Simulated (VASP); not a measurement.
A run of VASP 6.6.1 is set up as follows.

Contents of INCAR:

```
PREC     = Accurate       # precision mode
ENCUT    = 600            # plane-wave cutoff, eV
EDIFF    = 1E-6           # SCF threshold, eV
ISMEAR   = -1             # smearing method
SIGMA    = 0.1            # smearing width, eV
LREAL    = False          # projectors in reciprocal space
LASPH    = True           # aspherical terms in the spheres
NELM     = 60             # most SCF steps
ALGO     = Normal         # electronic algorithm
ISIF     = 3              # what is computed and relaxed
LWAVE    = False          # write WAVECAR
LCHARG   = False          # write CHGCAR
GGA      = RE             # functional
IBRION   = 2              # ionic algorithm
NSW      = 80             # ionic steps
EDIFFG   = -0.01          # ionic threshold
```

The input KPOINTS:

```
Automatic mesh
0
Gamma
  5 5 5
```

The input POSCAR:

```
Pd
1.0
    4.9008408999      0.0000000000      0.0000000000
    0.0000000000      4.9008408999      0.0000000000
    0.0000000000      0.0000000000      4.9008408999
Pd
8
Direct
    0.0000000000      0.0000000000      0.0000000000
    0.5000000000      0.5000000000      0.5000000000
    0.2500000000      0.0000000000      0.5000000000
    0.7500000000      0.0000000000      0.5000000000
    0.5000000000      0.2500000000      0.0000000000
    0.5000000000      0.7500000000      0.0000000000
    0.0000000000      0.5000000000      0.2500000000
    0.0000000000      0.5000000000      0.7500000000
```

Potentials or basis: VASP PAW PBE potentials, release 64 (Pd).

The run is started by

```bash
$ cat potpaw_PBE.64/Pd/POTCAR > POTCAR
$ mpirun -np 1 vasp_std > vasp.out
```

(1) What does it give for the relaxed cell?

(2) Estimate the relaxed volume.

Answers

(1) a = 5.049 Å, b = 5.049 Å, c = 5.049 Å, α = 90.00°, β = 90.00°, γ = 90.00°.

(2) 16.09 Å³/atom.

Caveat: the PAW data sets were made with another functional, which shifts forces and pressure a little.
